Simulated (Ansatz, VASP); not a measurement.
S in VASP and in Ansatz

Contents of INCAR:

```
PREC     = Accurate       # precision mode
ENCUT    = 520            # plane-wave cutoff, eV
EDIFF    = 1E-8           # SCF threshold, eV
ISMEAR   = 0              # smearing method
SIGMA    = 0.1            # smearing width, eV
LREAL    = False          # projectors in reciprocal space
LASPH    = True           # aspherical terms in the spheres
NELM     = 60             # most SCF steps
ALGO     = Normal         # electronic algorithm
ISIF     = 2              # what is computed and relaxed
LWAVE    = False          # write WAVECAR
LCHARG   = False          # write CHGCAR
GGA      = CA             # functional
LEFG     = True         
NBANDS   = 20             # bands
```

Contents of KPOINTS:

```
Automatic mesh
0
Gamma
  2 2 4
```

File POSCAR:

```
S
1.0
    5.6780537900      0.0000000000      0.0000000000
    0.0000000000      5.6780537900      0.0000000000
    0.0000000000      0.0000000000      2.9496155800
S
4
Direct
    1.1503913800      1.2073913800      0.5530000000
    0.3836086200      0.4406086200      0.5530000000
    0.6503913800      0.9406086200      0.0530000000
    0.8836086200      0.7073913800      0.0530000000
```

Input for Ansatz:

```yaml
crystal:
  lattice:
    - [5.67805379, 0.0, 0.0]
    - [0.0, 5.67805379, 0.0]
    - [0.0, 0.0, 2.94961558]
  atoms:
    - { symbol: S, position: [1.15039138, 1.20739138, 0.553] }
    - { symbol: S, position: [0.38360862, 0.44060862, 0.553] }
    - { symbol: S, position: [0.65039138, 0.94060862, 0.053] }
    - { symbol: S, position: [0.88360862, 0.70739138, 0.053] }
basis:
  ecutwfc: 420
kpoints:
  mp_grid: { grid: [2, 2, 4] }
hamiltonian:
  xc: lda
scf:
  occupations: { method: gaussian, width: 0.1 }
  mixing:
    algorithm: msr1
    beta: 0.051
    ndim: 12
    preconditioner: local_kerker
  max_iter: 97
output:
  forces: true
  stress: true
  eigenvalues: true
  efg: {}
```

Alike in both runs: task electric field gradients; functional LDA; k mesh 2 × 2 × 4; occupations gaussian, width 0.1 eV; no spin polarisation.

|  | VASP | Ansatz |
| --- | --- | --- |
| version | VASP 6.6.1 | Ansatz 0.2.0 |
| potentials or method | VASP PAW LDA potentials, release 64 (S), cutoff 520 eV | scalar-relativistic, plane waves, PAW |
| valence electrons in the cell | 24 | 24 |

```tsv
	VASP	Ansatz	Ansatz less VASP
gap on the k mesh at the Fermi level (eV)	none	none	-
pressure (GPa)	-0.2	0.4	+0.65
traceless stress, the component that is largest in VASP (GPa)	2.55	1.94	-0.610
rms of the force components (eV/Å)	0.158	0.325	+0.1672
```

LDA's correlation is that of Perdew and Zunger in VASP and of Perdew and Wang (1992) in Ansatz. Atom by atom the forces differ by 0.167 eV/Å (rms over components). A gap of «none» marks a metal or a gap that the smearing closes. One of these differences is far larger than is usual between the two programs; its cause wasn't traced.

The k mesh is coarse, so the values compare programs but aren't converged.
